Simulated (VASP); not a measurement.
Ta2N: relaxation of cell and atoms with LDA

The system is Ta2N.

```
Ta N
1.0
     3.06763    0.00000    0.00000
    -1.53381    2.65664    0.00000
     0.00000    0.00000    4.77716
Ta N
2 1
Direct
  0.66667 0.33333 0.74797
  0.33333 0.66667 0.25203
  0.00000 0.00000 0.00000
```

```
Program                : VASP 6.6.1
Task                   : relaxation of cell and atoms
Functional             : LDA
Potentials or basis    : VASP PAW LDA potentials, release 64 (Ta_pv, N)
Cutoff                 : 600 eV
k mesh                 : 15 × 15 × 10
Occupations            : gaussian, width 0.1 eV
Spin                   : no spin polarisation
Dipole correction      : no
Further INCAR settings : ALGO = Fast; EDIFF = 1e-06; IBRION = 2; EDIFFG = -0.002; NSW = 100; ISIF = 3
```

The relaxed volume is 13.02 Å³/atom and the relaxed cell is a = 3.067 Å, b = 3.067 Å, c = 4.793 Å, α = 90.00°, β = 90.00°, γ = 120.00°. The space group after relaxing (to 0.1 Å) is P-3m1 (No. 164). The energy gained by relaxing is 0.6 meV/atom, the ionic steps are 13 and the pressure after relaxing is 0.0 GPa. The band gap on the k mesh is zero (an odd number of electrons rules out a gap without spin polarisation).

The path:
```
step  energy change (eV)  largest force (eV/Å)  pressure (GPa)  volume (Å³)
   1              0.0000                0.1655            1.41        38.93
   2              0.0056                0.1510           -4.14        39.58
   3             -0.0012                0.0686           -0.30        39.12
   4             -0.0016                0.0022           -0.02        39.06
   5             -0.0016                0.0116            0.00        39.05
   6             -0.0017                0.0042            0.11        39.04
   7             -0.0017                0.0039            0.09        39.04
   8             -0.0017                0.0046           -0.22        39.08
   9             -0.0017                0.0023           -0.03        39.05
  10             -0.0017                0.0025           -0.01        39.05
  11             -0.0017                0.0023            0.02        39.05
  12             -0.0017                0.0008            0.02        39.05
  13             -0.0017                0.0004            0.01        39.05
```

Final structure:
```yaml
crystal:
  lattice:
    - [3.06729, 0.00000, 0.00000]
    - [-1.53365, 2.65635, 0.00000]
    - [0.00000, 0.00000, 4.79312]
  atoms:
    - { symbol: Ta, position: [0.66667, 0.33333, 0.74660] }
    - { symbol: Ta, position: [0.33333, 0.66667, 0.25340] }
    - { symbol: N, position: [0.00000, 0.00000, 0.00000] }
```

Levels at points of the mesh, in eV from the Fermi level:
```
           k point  band 11  band 12  band 13  band 14  band 15  band 16  band 17
(0.00, 0.00, 0.00)    -4.72    -0.69    -0.27    -0.27     0.26     0.26     0.39
(0.00, 0.00, 0.50)    -2.85    -2.56    -1.20    -1.20     1.92     2.29     2.38
```

It took 18 min on 1 thread of Oxide Virtual Turin-like Processor, on a shared host, peak memory 0.28 GiB.

Caveat: spin-orbit coupling is left out, which moves the levels of the heavy elements.
